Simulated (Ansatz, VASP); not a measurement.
## CsPbBr3: VASP beside Ansatz

```
Cs Pb Br
1.0
     5.78195    0.00000    0.00000
     0.00000    5.78195    0.00000
     0.00000    0.00000    5.78195
Cs Pb Br
1 1 3
Direct
  0.00000 0.00000 0.00000
  0.50000 0.50000 0.50000
  0.00000 0.50000 0.50000
  0.50000 0.00000 0.50000
  0.50000 0.50000 0.00000
```

Change from the starting cell: strain -0.015 along x and y, -0.015 along z, atoms carried along.

Alike in both runs: task single point; functional PBEsol; k mesh 6 × 6 × 6; occupations gaussian, width 0.05 eV; no spin polarisation.

|  | VASP | Ansatz |
| --- | --- | --- |
| version | VASP 6.6.1 | Ansatz 0.2.0 |
| potentials or method | VASP PAW PBE potentials, release 64 (Cs_sv, Pb_d, Br), cutoff 520 eV | scalar-relativistic, plane waves, PAW |
| valence electrons in the cell | 44 | 44 |

|  | VASP | Ansatz | Ansatz less VASP |
| --- | --- | --- | --- |
| gap on the k mesh at the Fermi level (eV) | 1.23 | 1.22 | -0.001 |
| least direct gap on the mesh (eV) | 1.23 | 1.22 | -0.001 |
| pressure (GPa) | 1.1 | 1.1 | 0.00 |

VASP's potentials were made for PBE, not for PBEsol. With one functional, cell and mesh, what is left measures potentials, basis and numerics.

Neither program's run includes spin-orbit coupling.
